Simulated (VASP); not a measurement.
# TaTl3Ag3 (P6/mmm) in VASP: relaxation of cell and atoms with PBE

Aim: the relaxation of cell and atoms of TaTl3Ag3 with PBE.

Everything below comes from runs of VASP 6.6.1. Logs are shortened: lines on timing, memory, paths and dates and some standing lists are left out, and cuts for length are marked.

## 1. The cell of the first run

Symmetry: P6/mmm, No. 191, hexagonal system. The conventional cell has a = 4.802 Å, b = 4.802 Å, c = 10.819 Å, α = 90.00°, β = 90.00°, γ = 120.00°. Within 3.2 Å of Ta (site symmetry 6/mmm) lie 2 Tl at 2.43 Å. Tl (site symmetry 6mm) has 1 Ta at 2.43 Å and 1 Tl at 2.98 Å within 3.2 Å. Tl (site symmetry 6/mmm) has 6 Ag at 2.40 Å and 2 Tl at 2.98 Å within 3.2 Å. Within 3.2 Å of Ag (site symmetry mmm) lie 2 Tl at 2.40 Å and 4 Ag at 2.40 Å.

The cell was generated, and may not be a known phase.

## 2. Relaxation of cell and atoms, PBE

INCAR

```
PREC     = Accurate       # precision mode
ENCUT    = 630            # plane-wave cutoff, eV
EDIFF    = 1E-7           # SCF threshold, eV
ISMEAR   = 0              # smearing method
SIGMA    = 0.2            # smearing width, eV
LREAL    = False          # projectors in reciprocal space
LASPH    = True           # aspherical terms in the spheres
NELM     = 120            # most SCF steps
ALGO     = Normal         # electronic algorithm
ISIF     = 3              # what is computed and relaxed
LWAVE    = False          # write WAVECAR
LCHARG   = False          # write CHGCAR
GGA      = PE             # functional
IBRION   = 2              # ionic algorithm
NSW      = 36             # ionic steps
EDIFFG   = -0.08          # ionic threshold
GGA_COMPAT= False        
NELMIN   = 4
```

KPOINTS

```
regular mesh
0
Gamma
  4 4 2
```

POSCAR

```
TaTl3Ag3
1.0
    4.8024360600      0.0000000000      0.0000000000
   -2.4012180300      4.1590316300      0.0000000000
    0.0000000000      0.0000000000     10.8192614200
Ta Tl Ag
1 3 3
Direct
    0.0000000000      0.0000000000      0.0000000000
    0.0000000000      0.0000000000      0.2249105300
    0.0000000000      0.0000000000      0.7750894700
    0.0000000000      0.0000000000      0.5000000000
    0.5000000000      0.0000000000      0.5000000000
    0.0000000000      0.5000000000      0.5000000000
    0.5000000000      0.5000000000      0.5000000000
```

Potentials or basis: VASP PAW PBE potentials, release 64 (Ta_sv_GW, Tl_d, Ag_sv_GW).

On the command line:

```bash
$ cat potpaw_PBE.64/Ta_sv_GW/POTCAR potpaw_PBE.64/Tl_d/POTCAR potpaw_PBE.64/Ag_sv_GW/POTCAR > POTCAR
$ mpirun -np 1 vasp_std > vasp.out
```

OUTCAR:

```text
PREC = Accurate
   ENCUT = 630
   EDIFF = 1E-7
   ISMEAR = 0
   LREAL = False
   LASPH = True
   NELM = 120
   ISIF = 3
   GGA = PE
   IBRION = 2
   NSW = 36
   EDIFFG = -0.08
   NELMIN = 4

 ion  position               nearest neighbor table
   1  0.000  0.000  0.000-   2 2.43   3 2.43
   2  0.000  0.000  0.225-   1 2.43   4 2.98
   3  0.000  0.000  0.775-   1 2.43   4 2.98
   4  0.000  0.000  0.500-   5 2.40   5 2.40   7 2.40   6 2.40   6 2.40   7 2.40   2 2.98   3 2.98

   5  0.500  0.000  0.500-   4 2.40   4 2.40   7 2.40   7 2.40   6 2.40   6 2.40
   6  0.000  0.500  0.500-   7 2.40   7 2.40   4 2.40   4 2.40   5 2.40   5 2.40
   7  0.500  0.500  0.500-   6 2.40   6 2.40   4 2.40   5 2.40   5 2.40   4 2.40

  LATTYP: Found a hexagonal cell.
 ALAT       =     4.8024360600
 C/A-ratio  =     2.2528694364

  Lattice vectors:

 A1 = (   4.8024360600,   0.0000000000,   0.0000000000)
 A2 = (  -2.4012180300,   4.1590316300,   0.0000000000)
 A3 = (   0.0000000000,   0.0000000000,  10.8192614200)

Analysis of symmetry for initial positions (statically):
=====================================================================
 Subroutine PRICEL returns:
 Original cell was already a primitive cell.

 Routine SETGRP: Setting up the symmetry group for a
 hexagonal supercell.

 Subroutine GETGRP returns: Found 24 space group operations
 (whereof 24 operations were pure point group operations)
 out of a pool of 24 trial point group operations.

The static configuration has the point symmetry D_6h.

Analysis of symmetry for dynamics (positions and initial velocities):
=====================================================================
 Subroutine PRICEL returns:
 Original cell was already a primitive cell.

 Routine SETGRP: Setting up the symmetry group for a
 hexagonal supercell.

 Subroutine GETGRP returns: Found 24 space group operations
 (whereof 24 operations were pure point group operations)
 out of a pool of 24 trial point group operations.

The dynamic configuration has the point symmetry D_6h.

 Subroutine INISYM returns: Found 24 space group operations
 (whereof 24 operations are pure point group operations),
 and found     1 'primitive' translations

----------------------------------------------------------------------------------------

                                     Primitive cell

  volume of cell :     216.0983

  direct lattice vectors                    reciprocal lattice vectors
     4.802436060  0.000000000  0.000000000     0.208227655  0.120220293  0.000000000
    -2.401218030  4.159031630  0.000000000     0.000000000  0.240440585  0.000000000
     0.000000000  0.000000000 10.819261420     0.000000000  0.000000000  0.092427751

  length of vectors
     4.802436060  4.802436062 10.819261420     0.240440586  0.240440585  0.092427751

  position of ions in fractional coordinates (direct lattice)
     0.000000000  0.000000000  0.000000000
     0.000000000  0.000000000  0.224910530
     0.000000000  0.000000000  0.775089470
     0.000000000  0.000000000  0.500000000
     0.500000000  0.000000000  0.500000000
     1.000000000  0.500000000  0.500000000
     0.500000000  0.500000000  0.500000000

  ion indices of the primitive-cell ions
   primitive index   ion index
                 1           1
                 2           2
                 3           3
                 4           4
                 5           5
                 6           6
                 7           7

----------------------------------------------------------------------------------------

 KPOINTS: regular mesh

Automatic generation of k-mesh.
 Grid dimensions read from file:
 generate k-points for:    4    4    2

 Generating k-lattice:

  Cartesian coordinates                     Fractional coordinates (reciprocal lattice)
     0.052056914  0.030055073  0.000000000     0.250000000 -0.000000000  0.000000000
     0.000000000  0.060110146  0.000000000     0.000000000  0.250000000  0.000000000
     0.000000000  0.000000000  0.046213875     0.000000000  0.000000000  0.500000000

  Length of vectors
     0.060110146  0.060110146  0.046213875

  Shift w.r.t. Gamma in fractional coordinates (k-lattice)
     0.000000000  0.000000000  0.000000000

 Subroutine IBZKPT returns following result:
 ===========================================

 Found      8 irreducible k-points:

 Following reciprocal coordinates:
            Coordinates               Weight
  0.000000  0.000000  0.000000      1.000000
  0.250000 -0.000000  0.000000      6.000000
  0.500000 -0.000000  0.000000      3.000000
  0.250000  0.250000  0.000000      6.000000
  0.000000  0.000000  0.500000      1.000000
  0.250000 -0.000000  0.500000      6.000000
  0.500000 -0.000000  0.500000      3.000000
  0.250000  0.250000  0.500000      6.000000
   k-points           NKPTS =      8   k-points in BZ     NKDIM =      8   number of bands    NBANDS=     65
   number of dos      NEDOS =    301   number of ions     NIONS =      7
   total plane-waves  NPLWV = 144000
   dimension x,y,z NGX =    40 NGY =   40 NGZ =   90
   dimension x,y,z NGXF=    80 NGYF=   80 NGZF=  180
   ions per type =               1   3   3
   NGX,Y,Z   is equivalent  to a cutoff of  13.85, 13.85, 13.83 a.u.
   NGXF,Y,Z  is equivalent  to a cutoff of  27.69, 27.69, 27.66 a.u.
 SYSTEM =  unknown system
   PREC   = accura    normal or accurate (medium, high low for compatibility)
   ISTART =      0    job   : 0-new  1-cont  2-samecut
   ICHARG =      2    charge: 1-file 2-atom 10-const
   ISPIN  =      1    spin polarized calculation?
   LNONCOLLINEAR =      F non collinear calculations
   LSORBIT =      F    spin-orbit coupling
   LASPH  =      T    aspherical Exc in radial PAW
   ENCUT  =  630.0 eV  46.30 Ry    6.80 a.u.   9.83  9.83 22.14*2*pi/ulx,y,z
   NELM   =    120;   NELMIN=  4; NELMDL= -5     # of ELM steps
   EDIFF  = 0.1E-06   stopping-criterion for ELM
   LREAL  =      F    real-space projection
   EDIFFG = -.8E-01   stopping-criterion for IOM
   NSW    =     36    number of steps for IOM
   IBRION =      2    ionic relax: 0-MD 1-quasi-New 2-CG
   NFREE  =      1    steps in history (QN), initial steepest desc. (CG)
   ISIF   =      3    stress and relaxation
   ISYM   =      2    0-nonsym 1-usesym 2-fastsym
   POTIM  = 0.5000    time-step for ionic-motion
   TEBEG  =    0.0;   TEEND  =   0.0 temperature during run
   PSTRESS=    0.0 pullay stress
   NELECT =     109.0000    total number of electrons
   NUPDOWN=      -1.0000    fix difference up-down
   EMIN   =  10.00;   EMAX   =-10.00  energy-range for DOS
   EFERMI =   0.00;   METHOD = LEGACY
   ISMEAR =     0;   SIGMA  =   0.20  broadening in eV -4-tet -1-fermi 0-gaus
   EFERMI_NEDOS =   21; number of points for ismear=-14 and -15
   IALGO  =     38    algorithm
   IMIX   =      4    mixing-type and parameters
     AMIX     =   0.40;   BMIX     =  1.00
     AMIX_MAG =   1.60;   BMIX_MAG =  1.00
  volume/ion in A,a.u.               =      30.87       208.33
  Fermi-wavevector in a.u.,A,eV,Ry     =   1.303166  2.462627 23.105992  1.698243
  Thomas-Fermi vector in A             =   2.434186
   LORBIT       =      0    0 simple, 1 ext, 2 COOP (PROOUT), +10 PAW based schemes
   GGA     = PE    functional components
   LHFCALC =     F    Hartree Fock is set to
   AEXX    =    0.0000 exact exchange contribution
   IVDW    =     0    specifies the selected vdW correction
   LEPSILON=     F    determine dielectric tensor
   LRPA    =     F    only Hartree local field effects (RPA)
 conjugate gradient relaxation of ions
 non-spin polarized calculation
 Gauss-broadening in eV      SIGMA  =   0.20
  energy-cutoff  :      630.00
  volume of cell :      216.10
 maximum number of plane-waves:      7792
 NGX is ok and might be reduce to    40
   NGX = 19   NGY = 19   NGZ = 45

--------------------------------------- Ionic step        1  -------------------------------------------

 number of electron     108.9999980 magnetization

 Free energy of the ion-electron system (eV)
  ---------------------------------------------------
  ext. energy  EPLUGINS =         0.00000000
  ---------------------------------------------------
  free energy    TOTEN  =        -6.03143083 eV

  energy without entropy =       -5.88287115  energy(sigma->0) =       -5.95715099

------------------------ aborting loop because EDIFF is reached ----------------------------------------

  FORCE on cell =-STRESS in cart. coord.  units (eV):
  Direction    XX          YY          ZZ          XY          YZ          ZX
  --------------------------------------------------------------------------------------
  -------------------------------------------------------------------------------------
  Total       47.5052407     47.5052407     20.4456446      0.0000000      0.0000000      0.0000000
  in kB      352.2091840    352.2091843    151.5863026      0.0000000      0.0000000      0.0000000
  external PRESSURE =     285.3348903 kB  Pullay stress =       0.0000000 kB
[... 231 lines left out ...]
  energy  without entropy=      -12.5157879096  energy(sigma->0) =      -12.64352581

--------------------------------------- Ionic step        7  -------------------------------------------

 number of electron     109.0000043 magnetization

 Free energy of the ion-electron system (eV)
  ---------------------------------------------------
  ext. energy  EPLUGINS =         0.00000000
  ---------------------------------------------------
  free energy    TOTEN  =       -12.78518625 eV

  energy without entropy =      -12.54038558  energy(sigma->0) =      -12.66278591

 E-fermi :   1.6958     XC(G=0):  -7.3954

 val. band max:        1.6898050200   @ k =   0.0000   0.0000   0.0000
 cond. band min:       1.7656076504   @ k =   0.2500   0.2500   0.0000
 fundamental gap:      0.0758026305
 Fermi energy:         1.6957948183

 k-point     1 :       0.0000    0.0000    0.0000
  band No.  band energies     occupation
      1     -90.1711      2.00000
      2     -90.1577      2.00000
      3     -90.1577      2.00000
      4     -67.2763      2.00000
      5     -53.7575      2.00000
      6     -53.7413      2.00000
[... 567 lines left out ...]
  FREE ENERGIE OF THE ION-ELECTRON SYSTEM (eV)
  ---------------------------------------------------
  free  energy   TOTEN  =       -12.7851862466 eV

  energy  without entropy=      -12.5403855770  energy(sigma->0) =      -12.66278591

 reached required accuracy - stopping structural energy minimisation
```

It took 31 min on 1 thread of Intel Xeon Platinum 8488C (Sapphire Rapids), shared host; peak memory 0.5 GiB.

What came out:

```yaml
Free_energy: -12.7852 eV
Relaxed_volume: 44.62 Å³/atom
Relaxed_cell: a = 5.612 Å, b = 5.612 Å, c = 11.453 Å, α = 90.00°, β = 90.00°, γ = 120.00°
Space_group_after_relaxing_to_0.1_Å: P6/mmm (No. 191)
Energy_gained_by_relaxing: 964.8 meV/atom
Ionic_steps: 7
Pressure_after_relaxing: 0.0 GPa
Largest_force_after_relaxing: 0.004 eV/Å
Band_gap_on_the_k_mesh: zero (an odd number of electrons rules out a gap without spin polarisation)
```

Forces on the atoms (eV/Å):
```
Ta   0.000  0.000  0.000
Tl   0.000  0.000  0.004
Tl   0.000  0.000 -0.004
Tl   0.000  0.000  0.000
Ag   0.000  0.000  0.000
Ag   0.000  0.000  0.000
Ag   0.000  0.000  0.000
```

Stress tensor (GPa, compression positive):
```
 0.10  0.00  0.00
 0.00  0.10  0.00
 0.00  0.00 -0.17
```

Step by step:
```
step  energy change (eV)  largest force (eV/Å)  pressure (GPa)  volume (Å³)
   1              0.0000                3.2115           28.53       216.10
   2             -5.2784                0.0695           -2.69       434.41
   3             -6.6871                0.6300           -0.05       317.01
   4             -6.6869                0.6049           -0.21       319.28
   5             -6.7158                0.4017           -0.23       318.29
   6             -6.7398                0.0285           -0.21       316.33
   7             -6.7538                0.0036            0.01       312.37
```

Final structure:
```yaml
crystal:
  lattice:
    - [5.61187, 0.00000, 0.00000]
    - [-2.80593, 4.86002, 0.00000]
    - [0.00000, 0.00000, 11.45318]
  atoms:
    - { symbol: Ta, position: [0.00000, 0.00000, 0.00000] }
    - { symbol: Tl, position: [0.00000, 0.00000, 0.24174] }
    - { symbol: Tl, position: [0.00000, 0.00000, 0.75826] }
    - { symbol: Tl, position: [0.00000, 0.00000, 0.50000] }
    - { symbol: Ag, position: [0.50000, 0.00000, 0.50000] }
    - { symbol: Ag, position: [0.00000, 0.50000, 0.50000] }
    - { symbol: Ag, position: [0.50000, 0.50000, 0.50000] }
```

Caveat: the k points lie up to 0.32 Å⁻¹ apart in the final cell, too coarse for converged energies and pressures of a metal; the volume moved by over 15 % at a fixed basis, so the end points are rough; spin-orbit coupling is left out, which moves the levels of the heavy elements.

The gap in the log of VASP goes by the Fermi energy; the results here count the filled bands.